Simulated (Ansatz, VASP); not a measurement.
# Zn: VASP beside Ansatz

```
Zn
1.0
     2.66480    0.00000    0.00000
    -1.33240    2.30778    0.01731
     0.00000    0.03710    4.94670
Zn
2
Direct
  0.33333 0.66667 0.25000
  0.66667 0.33333 0.75000
```

Change from the starting cell: strain +0.0150 x Voigt [0, 0, 0, 1, 0, 0], atoms carried along.

Alike in both runs: task single point; functional PBEsol; k mesh 24 × 24 × 10; occupations gaussian, width 0.15 eV; no spin polarisation.

|  | VASP | Ansatz |
| --- | --- | --- |
| version | VASP 6.6.1 | Ansatz 0.2.0 |
| potentials or method | VASP PAW PBE potentials, release 64 (Zn), cutoff 520 eV | scalar-relativistic, plane waves, PAW |
| valence electrons in the cell | 24 | 24 |

Ansatz gave:

- gap on the k mesh at the Fermi level (eV): none
- pressure (GPa): -5.4
- traceless stress, the component that is largest in VASP (GPa): 2.03

Task: What did VASP give for the same quantities?

Result: gap on the k mesh at the Fermi level (eV): none; pressure (GPa): -5.0; traceless stress, the component that is largest in VASP (GPa): 1.91.

VASP's potentials were made for PBE, not for PBEsol. A gap of «none» marks a metal or a gap that the smearing closes.
